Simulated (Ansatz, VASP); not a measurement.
One calculation of Cd3Se, two programs

```
Cd Se
1.0
    -2.04095    2.04095    6.08708
     2.04095   -2.04095    6.08708
     2.04095    2.04095   -6.08708
Cd Se
3 1
Direct
  0.50000 0.50000 0.00000
  0.25000 0.75000 0.50000
  0.75000 0.25000 0.50000
  0.00000 0.00000 0.00000
```

Alike in both runs: functional LDA; k mesh 9 × 9 × 9; occupations fermi-dirac, width 0.05 eV; no spin polarisation.

|  | VASP | Ansatz |
| --- | --- | --- |
| version | VASP 6.6.1 | Ansatz 0.2.0 |
| potentials or method | VASP PAW LDA potentials, release 64 (Cd, Se) | Ansatz PAW |
| plane-wave cutoff (eV) | 520 | 420 |
| valence electrons in the cell | 42 | 76 |
| task | single point | band structure |

Ansatz gave:

```
gap on the k mesh at the Fermi level (eV)                     : none
pressure (GPa)                                                : -5.6
traceless stress, the component that is largest in VASP (GPa) : 2.55
```

Problem. Which values does VASP return?

Solution. gap on the k mesh at the Fermi level (eV): none; pressure (GPa): -5.3; traceless stress, the component that is largest in VASP (GPa): 2.35.

LDA's correlation is that of Perdew and Zunger in VASP and of Perdew and Wang (1992) in Ansatz. A gap of «none» marks a metal or a gap that the smearing closes. VASP's potentials hold 42 valence electrons a cell and Ansatz's 76, so a difference there can come from the potentials and not from the codes.
